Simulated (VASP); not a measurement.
Crystal: TbSi3W2.

```
CELL_PARAMETERS angstrom
3.75879 0.00000 0.00000
0.00000 3.75879 0.00000
0.00000 0.00000 8.95591
ATOMIC_POSITIONS crystal
Tb 0.00000 0.00000 0.00000
Si 0.00000 0.00000 0.35908
Si 0.00000 0.00000 0.64092
Si 0.50000 0.50000 0.00000
W 0.50000 0.50000 0.33056
W 0.50000 0.50000 0.66944
```

The cell was generated, and may not be a known phase.

```yaml
Program: VASP 6.6.1
Task: relaxation of cell and atoms
Functional: PBE
Potentials_or_basis: VASP PAW PBE potentials, release 64 (Tb_3, Si, W_sv), 4f in core
Cutoff: 500 eV
k_mesh: 4 × 4 × 2
Occupations: gaussian, width 0.2 eV
Spin: no spin polarisation
```

At the start: pressure -12.4 GPa; volume 21.09 Å³/atom.

Where does the relaxation end?

Over 15 steps the energy falls by 350.4 meV/atom and the volume is 18.31 Å³/atom (-13.2 %); space group P4/mmm (No. 123, to 0.1 Å) before and after.

Step by step:
```tsv
step	energy change (eV)	largest force (eV/Å)	pressure (GPa)	volume (Å³)
1	0.0000	0.9928	-12.44	126.53
2	-0.6545	2.6861	16.04	98.79
3	-0.9599	2.2018	2.73	107.48
4	-1.5137	1.7627	7.26	103.20
5	-1.5131	1.6965	7.52	103.07
6	-1.7975	0.5478	-1.75	111.41
7	-1.8237	0.3731	-0.17	109.45
8	-2.0306	0.6006	-2.24	110.61
9	-2.0400	0.6495	-2.47	110.83
10	-2.0782	0.1900	2.47	107.34
11	-2.0830	0.3097	1.17	108.19
12	-2.0987	0.0786	0.60	108.99
13	-2.1000	0.0217	0.41	109.28
14	-2.1017	0.0808	-0.60	110.11
15	-2.1021	0.0545	-0.30	109.86
```

Final structure:
```cif
data_structure
_symmetry_space_group_name_H-M 'P 1'
_symmetry_Int_Tables_number 1
_cell_length_a 3.6449
_cell_length_b 3.6449
_cell_length_c 8.2695
_cell_angle_alpha 90.000
_cell_angle_beta 90.000
_cell_angle_gamma 90.000
_cell_volume 109.86
loop_
_atom_site_label
_atom_site_type_symbol
_atom_site_fract_x
_atom_site_fract_y
_atom_site_fract_z
_atom_site_occupancy
Tb1 Tb 0.00000 0.00000 0.00000 1
Si1 Si 0.00000 0.00000 0.35771 1
Si2 Si 0.00000 0.00000 0.64229 1
Si3 Si 0.50000 0.50000 0.00000 1
W1 W 0.50000 0.50000 0.28612 1
W2 W 0.50000 0.50000 0.71388 1
```

Caveat: the k points lie up to 0.43 Å⁻¹ apart in the final cell, too coarse for converged energies and pressures of a metal; an odd number of electrons without spin polarisation forces a metal; a magnetic or distorted state may lie lower; the relaxation stopped at a loose force limit of 0.08 eV/Å, so its end isn't a converged minimum.
